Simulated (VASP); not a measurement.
Set up this calculation in VASP 6.6.1, as the native input.

* Task: single point
* Functional: PBE
* Potentials or basis: VASP PAW PBE potentials, release 64 (Li_sv, H)
* Cutoff: 520 eV
* k mesh: 14 × 14 × 14
* Occupations: gaussian, width 0.05 eV
* Spin: no spin polarisation
* Dipole correction: no
* Further INCAR settings: ALGO = Normal; EDIFF = 1e-06; NBANDS = 9

The structure of LiH lies in POSCAR:

```
LiH
1.0
    0.0000000000      1.9907913350      1.9907913350
    1.9907913350      0.0000000000      1.9907913350
    1.9907913350      1.9907913350      0.0000000000
Li H
1 1
Direct
    0.0000000000      0.0000000000      0.0000000000
    0.5000000000      0.5000000000      0.5000000000
```

One way to write it, as run:

INCAR

```
PREC = Accurate ; ENCUT = 520
EDIFF = 1E-6 ; ISMEAR = 0
SIGMA = 0.05 ; LREAL = F
LASPH = T ; NELM = 60
ALGO = Normal ; ISIF = 2
LWAVE = F ; LCHARG = F
GGA = PE ; NBANDS = 9
```

KPOINTS

```
Automatic mesh
0
Gamma
  14 14 14
```

Potentials or basis: VASP PAW PBE potentials, release 64 (Li_sv, H).

The run is started by

```console
$ cat potpaw_PBE.64/Li_sv/POTCAR potpaw_PBE.64/H/POTCAR > POTCAR
$ mpirun -np 1 vasp_std > vasp.out
```

Results of the run:

- Band gap on the k mesh: 2.96 eV

Wall time 16 s on 1 thread of Intel Xeon 8259CL (shared host), peak memory 0.14 GiB.
